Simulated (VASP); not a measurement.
A run of VASP 6.6.1 is set up as follows.

File INCAR:

```
SYSTEM = HfN
ALGO = Normal
EDIFF = 1E-6
ENCUT = 520
GGA = PS
ISIF = 2
ISMEAR = 0
LASPH = .True.
LCHARG = .False.
LREAL = .False.
LWAVE = .False.
NBANDS = 14
NELM = 100
PREC = Accurate
SIGMA = 0.15
```

File KPOINTS:

```
k-points
0
Gamma
  18 18 18
  0 0 0
```

The input POSCAR:

```
HfN
1.0
    0.0000000000      2.3154750000      2.3154750000
    2.3154750000      0.0000000000      2.3154750000
    2.3154750000      2.3154750000      0.0000000000
Hf N
1 1
Direct
    0.0000000000      0.0000000000      0.0000000000
    0.5000000000      0.5000000000      0.5000000000
```

Potentials or basis: VASP PAW PBE potentials, release 64 (Hf_pv, N).

The run is started by

```bash
$ cat potpaw_PBE.64/Hf_pv/POTCAR potpaw_PBE.64/N/POTCAR > POTCAR
$ mpirun -np 1 vasp_std > vasp.out
```

**Question.** Estimate the pressure.

**Answer.** -22.1 GPa.

**Question.** Predict the band gap on the k mesh.

**Answer.** Zero (an odd number of electrons rules out a gap without spin polarisation).

Caveat: the cell differs from its parent crystal (strain +0.025 along x and y, +0.025 along z); the cell stands under tension; the PAW data sets were made with another functional, which shifts forces and pressure a little; spin-orbit coupling is left out, which moves the levels of the heavy elements.
